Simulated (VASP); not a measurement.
Set up this calculation in VASP 6.6.1, as the native input.

```
Task                   : single point
Functional             : PBEsol
Potentials or basis    : VASP PAW PBE potentials, release 64 (W_sv, S)
Cutoff                 : 520 eV
k mesh                 : 12 × 12 × 2
Occupations            : gaussian, width 0.05 eV
Spin                   : no spin polarisation
Dipole correction      : no
Further INCAR settings : ALGO = Normal; EDIFF = 1e-06; NBANDS = 35
```

The structure of WS2 lies in POSCAR:

```
WS2
1.0
    3.1461313830      0.0000000000      0.0000000000
   -1.5730656915      2.7246297013      0.0000000000
    0.0000000000      0.0000000000     12.6917301513
W S
2 4
Direct
    0.3333333333      0.6666666667      0.2500000000
    0.6666666667      0.3333333333      0.7500000000
    0.3333333333      0.6666666667      0.6264891040
    0.6666666667      0.3333333333      0.1264891040
    0.3333333333      0.6666666667      0.8735108960
    0.6666666667      0.3333333333      0.3735108960
```

The input as run:

INCAR

```
  PREC = Accurate
  ENCUT = 520
  EDIFF = 1E-6
  ISMEAR = 0
  SIGMA = 0.05
  LREAL = False
  LASPH = True
  NELM = 100
  ALGO = Normal
  ISIF = 2
  LWAVE = False
  LCHARG = False
  GGA = PS
  NBANDS = 35
```

KPOINTS

```
Automatic mesh
0
Gamma
  12 12 2
```

Potentials or basis: VASP PAW PBE potentials, release 64 (W_sv, S).

Command:

```sh
$ cat potpaw_PBE.64/W_sv/POTCAR potpaw_PBE.64/S/POTCAR > POTCAR
$ mpirun -np 1 vasp_std > vasp.out
```

Results of the run:

The pressure is 0.1 GPa and the largest force is 0.021 eV/Å. The band gap on the k mesh is 1.11 eV, indirect (least direct gap 1.87 eV).

Caveat: the PAW data sets were made with another functional, which shifts forces and pressure a little; spin-orbit coupling is left out, which moves the levels of the heavy elements; this functional lacks dispersion, which binds the layers, so the pressure and a relaxed spacing across them are unreliable.

Run time: 4.6 min on 1 thread of AMD EPYC 7R13, on a shared host, peak memory 0.26 GiB.
